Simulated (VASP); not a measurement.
# SiMo3 (Pm-3n) in VASP: relaxation of cell and atoms with PBE

Aim: the relaxation of cell and atoms of SiMo3 with PBE.

Everything below comes from runs of VASP 6.6.1. Logs are shortened: lines on timing, memory, paths and dates and some standing lists are left out, and cuts for length are marked.

### 1 The cell of the first run

It takes space group Pm-3n (No. 223, cubic). The conventional cell has a = 4.889 Å, b = 4.889 Å, c = 4.889 Å, α = 90.00°, β = 90.00°, γ = 90.00°. Si (site symmetry m-3) has 12 Mo at 2.73 Å within 3.6 Å. Within 3.2 Å of Mo (site symmetry -4m2) lie 10 Mo at 2.44 to 2.99 Å and 4 Si at 2.73 Å.

### 2 Relaxation of cell and atoms, PBE

File INCAR:

```
SYSTEM = SiMo3
PREC = Accurate
ENCUT = 600
EDIFF = 1E-6
ISMEAR = 0
SIGMA = 0.1
LREAL = .FALSE.
LASPH = .TRUE.
NELM = 60
ALGO = Fast
ISIF = 3
LWAVE = .FALSE.
LCHARG = .FALSE.
GGA = PE
IBRION = 2
NSW = 100
EDIFFG = -0.01
```

File KPOINTS:

```
regular mesh
0
G
  8 8 8
  0 0 0
```

File POSCAR:

```
SiMo3
1.0
    4.8889999400      0.0000000000      0.0000000000
    0.0000000000      4.8889999400      0.0000000000
    0.0000000000      0.0000000000      4.8889999400
Si Mo
2 6
Direct
    0.0000000000      0.0000000000      0.0000000000
    0.5000000000      0.5000000000      0.5000000000
    0.2500000000      0.0000000000      0.5000000000
    0.5000000000      0.7500000000      0.0000000000
    0.7500000000      0.0000000000      0.5000000000
    0.5000000000      0.2500000000      0.0000000000
    0.0000000000      0.5000000000      0.7500000000
    0.0000000000      0.5000000000      0.2500000000
```

Potentials or basis: VASP PAW PBE potentials, release 64 (Si, Mo_sv).

Command:

```bash
$ cat potpaw_PBE.64/Si/POTCAR potpaw_PBE.64/Mo_sv/POTCAR > POTCAR
$ mpirun -np 1 vasp_std > vasp.out
```

OUTCAR:

```text
SYSTEM = SiMo3
   PREC = Accurate
   ENCUT = 600
   EDIFF = 1E-6
   ISMEAR = 0
   LREAL = .FALSE.
   LASPH = .TRUE.
   NELM = 60
   ISIF = 3
   GGA = PE
   IBRION = 2
   NSW = 100
   EDIFFG = -0.01

 ion  position               nearest neighbor table
   1  0.000  0.000  0.000-   3 2.73   4 2.73   5 2.73   6 2.73   7 2.73   8 2.73   3 2.73   5 2.73
                             7 2.73   8 2.73   4 2.73   6 2.73
   2  0.500  0.500  0.500-   3 2.73   4 2.73   5 2.73   6 2.73   7 2.73   8 2.73   4 2.73   6 2.73
                             3 2.73   5 2.73   7 2.73   8 2.73
   3  0.250  0.000  0.500-   5 2.44   5 2.44   1 2.73   1 2.73   2 2.73   2 2.73   8 2.99   4 2.99
                             4 2.99   6 2.99   6 2.99   7 2.99   8 2.99   7 2.99
   4  0.500  0.750  0.000-   6 2.44   6 2.44   1 2.73   2 2.73   2 2.73   1 2.73   8 2.99   5 2.99
                             3 2.99   5 2.99   3 2.99   7 2.99   7 2.99   8 2.99
   5  0.750  0.000  0.500-   3 2.44   3 2.44   1 2.73   1 2.73   2 2.73   2 2.73   8 2.99   4 2.99
                             4 2.99   6 2.99   6 2.99   7 2.99   8 2.99   7 2.99
   6  0.500  0.250  0.000-   4 2.44   4 2.44   1 2.73   2 2.73   2 2.73   1 2.73   8 2.99   3 2.99
                             3 2.99   5 2.99   5 2.99   7 2.99   7 2.99   8 2.99
   7  0.000  0.500  0.750-   8 2.44   8 2.44   1 2.73   2 2.73   1 2.73   2 2.73   3 2.99   4 2.99
                             5 2.99   3 2.99   5 2.99   6 2.99   4 2.99   6 2.99
   8  0.000  0.500  0.250-   7 2.44   7 2.44   1 2.73   2 2.73   1 2.73   2 2.73   3 2.99   4 2.99
                             5 2.99   3 2.99   5 2.99   6 2.99   4 2.99   6 2.99

  LATTYP: Found a simple cubic cell.
 ALAT       =     4.8889999400

  Lattice vectors:

 A1 = (   4.8889999400,   0.0000000000,   0.0000000000)
 A2 = (   0.0000000000,   4.8889999400,   0.0000000000)
 A3 = (   0.0000000000,   0.0000000000,   4.8889999400)

Analysis of symmetry for initial positions (statically):
=====================================================================
 Subroutine PRICEL returns:
 Original cell was already a primitive cell.

 Routine SETGRP: Setting up the symmetry group for a
 simple cubic supercell.

 Subroutine GETGRP returns: Found 48 space group operations
 (whereof 24 operations were pure point group operations)
 out of a pool of 48 trial point group operations.

The static configuration has the point symmetry T_h .
 The point group associated with its full space group is O_h .

Analysis of symmetry for dynamics (positions and initial velocities):
=====================================================================
 Subroutine PRICEL returns:
 Original cell was already a primitive cell.

 Routine SETGRP: Setting up the symmetry group for a
 simple cubic supercell.

 Subroutine GETGRP returns: Found 48 space group operations
 (whereof 24 operations were pure point group operations)
 out of a pool of 48 trial point group operations.

The dynamic configuration has the point symmetry T_h .
 The point group associated with its full space group is O_h .

 Subroutine INISYM returns: Found 48 space group operations
 (whereof 24 operations are pure point group operations),
 and found     1 'primitive' translations

----------------------------------------------------------------------------------------

                                     Primitive cell

  volume of cell :     116.8584

  direct lattice vectors                    reciprocal lattice vectors
     4.888999940  0.000000000  0.000000000     0.204540808  0.000000000  0.000000000
     0.000000000  4.888999940  0.000000000     0.000000000  0.204540808  0.000000000
     0.000000000  0.000000000  4.888999940     0.000000000  0.000000000  0.204540808

  length of vectors
     4.888999940  4.888999940  4.888999940     0.204540808  0.204540808  0.204540808

  position of ions in fractional coordinates (direct lattice)
     0.000000000  0.000000000  0.000000000
     0.500000000  0.500000000  0.500000000
     0.250000000  0.000000000  0.500000000
     0.500000000  0.750000000  0.000000000
     0.750000000  0.000000000  0.500000000
     0.500000000  0.250000000  0.000000000
     0.000000000  0.500000000  0.750000000
     0.000000000  0.500000000  0.250000000

  ion indices of the primitive-cell ions
   primitive index   ion index
                 1           1
                 2           2
                 3           3
                 4           4
                 5           5
                 6           6
                 7           7
                 8           8

----------------------------------------------------------------------------------------

 KPOINTS: regular mesh

Automatic generation of k-mesh.
 Grid dimensions read from file:
 generate k-points for:    8    8    8

 Generating k-lattice:

  Cartesian coordinates                     Fractional coordinates (reciprocal lattice)
     0.025567601  0.000000000  0.000000000     0.125000000  0.000000000  0.000000000
     0.000000000  0.025567601  0.000000000     0.000000000  0.125000000  0.000000000
     0.000000000  0.000000000  0.025567601     0.000000000  0.000000000  0.125000000

  Length of vectors
     0.025567601  0.025567601  0.025567601

  Shift w.r.t. Gamma in fractional coordinates (k-lattice)
     0.000000000  0.000000000  0.000000000

 Subroutine IBZKPT returns following result:
 ===========================================

 Found     35 irreducible k-points:

 Following reciprocal coordinates:
            Coordinates               Weight
  0.000000  0.000000  0.000000      1.000000
  0.125000  0.000000  0.000000      6.000000
  0.250000  0.000000  0.000000      6.000000
  0.375000  0.000000  0.000000      6.000000
  0.500000  0.000000  0.000000      3.000000
  0.125000  0.125000  0.000000     12.000000
[... 16 lines left out ...]
  0.375000  0.375000  0.125000     24.000000
  0.500000  0.375000  0.125000     24.000000
 [... further k-points ...]
   k-points           NKPTS =     35   k-points in BZ     NKDIM =     35   number of bands    NBANDS=     55
   number of dos      NEDOS =    301   number of ions     NIONS =      8
   total plane-waves  NPLWV =  64000
   dimension x,y,z NGX =    40 NGY =   40 NGZ =   40
   dimension x,y,z NGXF=    80 NGYF=   80 NGZF=   80
   ions per type =               2   6
   NGX,Y,Z   is equivalent  to a cutoff of  13.60, 13.60, 13.60 a.u.
   NGXF,Y,Z  is equivalent  to a cutoff of  27.20, 27.20, 27.20 a.u.
 SYSTEM =  SiMo3
   PREC   = accura    normal or accurate (medium, high low for compatibility)
   ISTART =      0    job   : 0-new  1-cont  2-samecut
   ICHARG =      2    charge: 1-file 2-atom 10-const
   ISPIN  =      1    spin polarized calculation?
   LNONCOLLINEAR =      F non collinear calculations
   LSORBIT =      F    spin-orbit coupling
   LASPH  =      T    aspherical Exc in radial PAW
   ENCUT  =  600.0 eV  44.10 Ry    6.64 a.u.   9.76  9.76  9.76*2*pi/ulx,y,z
   NELM   =     60;   NELMIN=  2; NELMDL= -5     # of ELM steps
   EDIFF  = 0.1E-05   stopping-criterion for ELM
   LREAL  =      F    real-space projection
   EDIFFG = -.1E-01   stopping-criterion for IOM
   NSW    =    100    number of steps for IOM
   IBRION =      2    ionic relax: 0-MD 1-quasi-New 2-CG
   NFREE  =      1    steps in history (QN), initial steepest desc. (CG)
   ISIF   =      3    stress and relaxation
   ISYM   =      2    0-nonsym 1-usesym 2-fastsym
   POTIM  = 0.5000    time-step for ionic-motion
   TEBEG  =    0.0;   TEEND  =   0.0 temperature during run
   PSTRESS=    0.0 pullay stress
   NELECT =      92.0000    total number of electrons
   NUPDOWN=      -1.0000    fix difference up-down
   EMIN   =  10.00;   EMAX   =-10.00  energy-range for DOS
   EFERMI =   0.00;   METHOD = LEGACY
   ISMEAR =     0;   SIGMA  =   0.10  broadening in eV -4-tet -1-fermi 0-gaus
   EFERMI_NEDOS =   21; number of points for ismear=-14 and -15
   IALGO  =     68    algorithm
   IMIX   =      4    mixing-type and parameters
     AMIX     =   0.40;   BMIX     =  1.00
     AMIX_MAG =   1.60;   BMIX_MAG =  1.00
  volume/ion in A,a.u.               =      14.61        98.57
  Fermi-wavevector in a.u.,A,eV,Ry     =   1.511648  2.856601 31.090406  2.285080
  Thomas-Fermi vector in A             =   2.621677
   LORBIT       =      0    0 simple, 1 ext, 2 COOP (PROOUT), +10 PAW based schemes
   GGA     = PE    functional components
   LHFCALC =     F    Hartree Fock is set to
   AEXX    =    0.0000 exact exchange contribution
   IVDW    =     0    specifies the selected vdW correction
   LEPSILON=     F    determine dielectric tensor
   LRPA    =     F    only Hartree local field effects (RPA)
 conjugate gradient relaxation of ions
 non-spin polarized calculation
 RMM-DIIS sequential band-by-band and
 Gauss-broadening in eV      SIGMA  =   0.10
  energy-cutoff  :      600.00
  volume of cell :      116.86
 maximum number of plane-waves:      3948
 NGX is ok and might be reduce to    40
   NGX = 19   NGY = 19   NGZ = 19

--------------------------------------- Ionic step        1  -------------------------------------------

 number of electron      91.9999979 magnetization

 Free energy of the ion-electron system (eV)
  ---------------------------------------------------
  ext. energy  EPLUGINS =         0.00000000
  ---------------------------------------------------
  free energy    TOTEN  =       -78.98249340 eV

  energy without entropy =      -78.96043710  energy(sigma->0) =      -78.97146525

------------------------ aborting loop because EDIFF is reached ----------------------------------------

  FORCE on cell =-STRESS in cart. coord.  units (eV):
  Direction    XX          YY          ZZ          XY          YZ          ZX
  --------------------------------------------------------------------------------------
  -------------------------------------------------------------------------------------
  Total        2.2966220      2.2966220      2.2966220      0.0000000      0.0000000     -0.0000000
  in kB       31.4876318     31.4876318     31.4876318      0.0000000      0.0000000     -0.0000000
  external PRESSURE =      31.4876318 kB  Pullay stress =       0.0000000 kB
[... 69 lines left out ...]
  energy  without entropy=      -78.8968100557  energy(sigma->0) =      -78.90868696

--------------------------------------- Ionic step        3  -------------------------------------------

 number of electron      91.9999981 magnetization

 Free energy of the ion-electron system (eV)
  ---------------------------------------------------
  ext. energy  EPLUGINS =         0.00000000
  ---------------------------------------------------
  free energy    TOTEN  =       -78.99639231 eV

  energy without entropy =      -78.97383712  energy(sigma->0) =      -78.98511471

 E-fermi :  12.5820     XC(G=0): -13.0465

 val. band max:       12.5791602341   @ k =   0.5000   0.2500   0.0000
 cond. band min:      12.5879682875   @ k =   0.3750   0.3750   0.0000
 fundamental gap:      0.0088080534
 Fermi energy:        12.5819893388

 k-point     1 :       0.0000    0.0000    0.0000
  band No.  band energies     occupation
      1     -48.7028      2.00000
      2     -48.5934      2.00000
      3     -48.5934      2.00000
      4     -48.2767      2.00000
      5     -48.2767      2.00000
      6     -48.2767      2.00000
[... 1381 lines left out ...]
     54      14.6670      0.00000
     55      14.7227      0.00000

 [... further k-points ...]

------------------------ aborting loop because EDIFF is reached ----------------------------------------

  FORCE on cell =-STRESS in cart. coord.  units (eV):
  Direction    XX          YY          ZZ          XY          YZ          ZX
  --------------------------------------------------------------------------------------
  -------------------------------------------------------------------------------------
  Total       -0.0295997     -0.0295997     -0.0295997     -0.0000000     -0.0000000      0.0000000
  in kB       -0.4008278     -0.4008278     -0.4008278     -0.0000000     -0.0000000      0.0000000
  external PRESSURE =      -0.4008278 kB  Pullay stress =       0.0000000 kB
[... 23 lines left out ...]
  FREE ENERGIE OF THE ION-ELECTRON SYSTEM (eV)
  ---------------------------------------------------
  free  energy   TOTEN  =       -78.9963923114 eV

  energy  without entropy=      -78.9738371185  energy(sigma->0) =      -78.98511471

 reached required accuracy - stopping structural energy minimisation
```

Wall time 9.9 min (1 thread of Intel Xeon Platinum 8124M at 3.00GHz (Skylake/Cascade Lake), shared host); peak memory 0.38 GiB.

What came out:

- Free energy: -78.9964 eV
- Relaxed volume: 14.79 Å³/atom
- Relaxed cell: a = 4.909 Å, b = 4.909 Å, c = 4.909 Å, α = 90.00°, β = 90.00°, γ = 90.00°
- Space group after relaxing (to 0.1 Å): Pm-3n (No. 223)
- Energy gained by relaxing: 1.7 meV/atom
- Ionic steps: 3
- Pressure after relaxing: 0.0 GPa
- Band gap on the k mesh: zero (bands 46 and 47 overlap by 2.42 eV)

The path:
```csv
step,energy change (eV),largest force (eV/Å),pressure (GPa),volume (Å³)
1,0.0000,0.0000,3.15,116.86
2,0.0619,0.0000,-6.81,121.78
3,-0.0139,0.0000,-0.04,118.31
```

Final structure:
```yaml
crystal:
  lattice:
    - [4.90923, 0.00000, 0.00000]
    - [0.00000, 4.90923, 0.00000]
    - [0.00000, 0.00000, 4.90923]
  atoms:
    - { symbol: Si, position: [0.00000, 0.00000, 0.00000] }
    - { symbol: Si, position: [0.50000, 0.50000, 0.50000] }
    - { symbol: Mo, position: [0.25000, 0.00000, 0.50000] }
    - { symbol: Mo, position: [0.50000, 0.75000, 0.00000] }
    - { symbol: Mo, position: [0.75000, 0.00000, 0.50000] }
    - { symbol: Mo, position: [0.50000, 0.25000, 0.00000] }
    - { symbol: Mo, position: [0.00000, 0.50000, 0.75000] }
    - { symbol: Mo, position: [0.00000, 0.50000, 0.25000] }
```

Levels at points of the mesh, in eV from the Fermi level:
| k point | band 42 | band 43 | band 44 | band 45 | band 46 | band 47 | band 48 | band 49 | band 50 | band 51 |
| --- | --- | --- | --- | --- | --- | --- | --- | --- | --- | --- |
| (0.00, 0.00, 0.00) | -2.14 | -1.55 | -1.55 | 1.22 | 1.22 | 1.22 | 1.97 | 2.33 | 2.34 | 2.60 |
| (0.50, 0.00, 0.00) | -2.42 | -1.70 | -1.70 | 0.21 | 0.21 | 0.91 | 0.91 | 1.47 | 1.47 | 1.56 |
| (0.50, 0.50, 0.00) | -1.22 | -1.10 | -0.88 | -0.88 | -0.79 | -0.69 | -0.49 | -0.13 | 0.22 | 0.83 |
| (0.50, 0.50, 0.50) | -1.73 | -1.21 | -1.21 | -1.21 | -1.21 | -1.21 | -1.21 | 1.23 | 1.23 | 1.23 |

PBE usually gives volumes a little too large and moduli too small. Zero-point motion and thermal expansion aren't in these numbers.
